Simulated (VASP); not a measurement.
Here is a VASP 6.6.1 calculation.

File POSCAR:

```
ZnS
1.0
    5.3385399381     -0.0265043067      0.1348289423
    0.0265043067     -5.2759674039     -0.0171647066
   -0.1348289423     -0.0171647066     -5.4670777014
Zn S
4 4
Direct
   -0.0118948573     -0.0222335537      0.0295555372
    0.5002591788      0.4991392432     -0.0161818175
    0.4908491614      0.0003608305      0.5122874450
   -0.0044022092      0.5071719482      0.5102762730
    0.7605787835      0.7486539203      0.7217429309
    0.2573541893      0.2621651593      0.7417214443
    0.2499952807      0.7563277865      0.2361051757
    0.7572604728      0.2484146657      0.2644930112
```

Contents of INCAR.step1:

```
SYSTEM = ZnS
PREC     = Accurate       ! precision mode
ENCUT    = 520            ! plane-wave cutoff, eV
ISMEAR   = 0              ! smearing method
SIGMA    = 0.05           ! smearing width, eV
LREAL    = .False.        ! projectors in reciprocal space
LASPH    = .True.         ! aspherical terms in the spheres
NELM     = 60             ! most SCF steps
NBANDS   = 46             ! bands
GGA      = PE             ! functional
ALGO     = Normal         ! electronic algorithm
EDIFF    = 1E-4           ! SCF threshold, eV
LWAVE    = .True.         ! write WAVECAR
LCHARG   = .False.        ! write CHGCAR
```

Contents of INCAR.step2:

```
SYSTEM = ZnS
PREC     = Accurate       ! precision mode
ENCUT    = 520            ! plane-wave cutoff, eV
EDIFF    = 1E-6           ! SCF threshold, eV
ISMEAR   = 0              ! smearing method
SIGMA    = 0.05           ! smearing width, eV
LREAL    = .False.        ! projectors in reciprocal space
LASPH    = .True.         ! aspherical terms in the spheres
NELM     = 60             ! most SCF steps
ALGO     = Normal         ! electronic algorithm
ISIF     = 2              ! what is computed and relaxed
LWAVE    = .False.        ! write WAVECAR
LCHARG   = .True.         ! write CHGCAR
METAGGA  = R2SCAN         ! meta-GGA
LMIXTAU  = .True.       
LELF     = .True.         ! ELF
LVHAR    = .True.       
NBANDS   = 46             ! bands
ISTART   = 1
```

The input KPOINTS:

```
regular mesh
0
Gamma
  4 4 4
  0 0 0
```

Potentials or basis: VASP PAW PBE potentials, release 64 (Zn, S).

Run with:

```bash
$ cat potpaw_PBE.64/Zn/POTCAR potpaw_PBE.64/S/POTCAR > POTCAR
$ cp INCAR.step1 INCAR
$ mpirun -np 1 vasp_std > vasp.out
$ cp INCAR.step2 INCAR
$ mpirun -np 1 vasp_std > vasp.out
```

**Question.** Estimate the largest force.

**Answer.** 2.237 eV/Å.

**Question.** What does it give for the band gap on the k mesh?

**Answer.** 2.70 eV.

**Question.** What does it give for the pressure?

**Answer.** 3.6 GPa.

Stress tensor (GPa, compression positive):
```
 4.51  3.58 -4.29
 3.58  4.21  0.07
-4.29  0.07  1.99
```

Caveat: the cell differs from its parent crystal (atoms moved at random and the cell strained at random); the cell stands under pressure; the PAW data sets were made with another functional, which shifts forces and pressure a little.
